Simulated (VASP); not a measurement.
BaHg:

```
CELL_PARAMETERS angstrom
4.17876 0.00000 0.00000
0.00000 4.17876 0.00000
0.00000 0.00000 4.17876
ATOMIC_POSITIONS crystal
Ba 0.00000 0.00000 0.00000
Hg 0.50000 0.50000 0.50000
```

* Program: VASP 6.6.1
* Task: relaxation of cell and atoms
* Functional: PBEsol
* Potentials or basis: VASP PAW PBE potentials, release 64 (Ba_sv, Hg_sv_GW)
* Cutoff: 550 eV
* k mesh: 5 × 5 × 5
* Occupations: fermi-dirac, width 0.1 eV
* Spin: no spin polarisation

At the start: pressure -1.3 GPa; volume 36.48 Å³/atom.

**Question.** Where does the relaxation end?

**Answer.** Over 3 steps the energy falls by 7.0 meV/atom and the volume is 34.80 Å³/atom (-4.6 %); space group Pm-3m (No. 221, to 0.1 Å) before and after.

The path:
```tsv
step	energy change (eV)	largest force (eV/Å)	pressure (GPa)	volume (Å³)
1	0.0000	0.0000	-1.27	72.97
2	-0.0138	0.0000	-0.15	69.95
3	-0.0140	0.0000	0.00	69.61
```

Final structure:
```cif
data_structure
_symmetry_space_group_name_H-M 'P 1'
_symmetry_Int_Tables_number 1
_cell_length_a 4.1135
_cell_length_b 4.1135
_cell_length_c 4.1135
_cell_angle_alpha 90.000
_cell_angle_beta 90.000
_cell_angle_gamma 90.000
_cell_volume 69.61
loop_
_atom_site_label
_atom_site_type_symbol
_atom_site_fract_x
_atom_site_fract_y
_atom_site_fract_z
_atom_site_occupancy
Ba1 Ba 0.00000 0.00000 0.00000 1
Hg1 Hg 0.50000 0.50000 0.50000 1
```

Caveat: the PAW data sets were made with another functional, which shifts forces and pressure a little.
